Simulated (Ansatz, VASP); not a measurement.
# PtSe in VASP and in Ansatz

The input INCAR:

```
SYSTEM = PtSe
ALGO = Normal
EDIFF = 1E-6
EDIFFG = -0.005
ENCUT = 600
GGA = PE
IBRION = 2
ISIF = 3
ISMEAR = -1
LASPH = .True.
LCHARG = .False.
LREAL = .False.
LWAVE = .False.
NELM = 60
NSW = 100
PREC = Accurate
SIGMA = 0.03
```

The input KPOINTS:

```
k-points
0
Gamma
  10 10 6
  0 0 0
```

Contents of POSCAR:

```
PtSe
1.0
    4.0909595030      0.0000000000      0.0000000000
   -2.0454797515      3.5428748554      0.0000000000
    0.0000000000      0.0000000000      6.6682639899
Pt Se
2 2
Direct
    0.3333333333      0.6666666667      0.0000000000
    0.6666666667      0.3333333333      0.5000000000
    0.3333333333      0.6666666667      0.3760000000
    0.6666666667      0.3333333333      0.8760000000
```

Input for Ansatz:

```yaml
crystal:
  lattice:
    - [4.090959503, 0.0, 0.0]
    - [-2.0454797515, 3.5428748554, 0.0]
    - [0.0, 0.0, 6.6682639899]
  atoms:
    - { symbol: Pt, position: [0.3333333333, 0.6666666667, 0.0] }
    - { symbol: Pt, position: [0.6666666667, 0.3333333333, 0.5] }
    - { symbol: Se, position: [0.3333333333, 0.6666666667, 0.376] }
    - { symbol: Se, position: [0.6666666667, 0.3333333333, 0.876] }
kpoints:
  mp_grid: { grid: [10, 10, 6] }
scf:
  occupations: { method: fermi_dirac, width: 0.03 }
hamiltonian:
  xc: pbe
  pseudopotentials: { kind: paw }
output:
  forces: true
  stress: true
relax:
  f_tol: 0.005
  max_steps: 80
  cell: {}
```

Alike in both runs: task relaxation of cell and atoms; functional PBE; k mesh 10 × 10 × 6; occupations fermi-dirac, width 0.03 eV; no spin polarisation.

```csv
,VASP,Ansatz
version,VASP 6.6.1,Ansatz 0.2.0
potentials or method,"VASP PAW PBE potentials, release 64 (Pt, Se)","PAW with Ansatz's default frozen-core files, scalar-relativistic"
plane-wave cutoff (eV),600,420
valence electrons in the cell,32,68
```

```csv
,VASP,Ansatz,Ansatz less VASP
relaxed volume (Å³/atom),22.78,22.77,-0.006
relaxed length of the cell vector where the two differ most in proportion (Å),7.092,7.096,+0.0041
```

VASP's potentials hold 32 valence electrons a cell and Ansatz's 68, so a difference there can come from the potentials and not from the codes.

Neither program's run includes spin-orbit coupling.
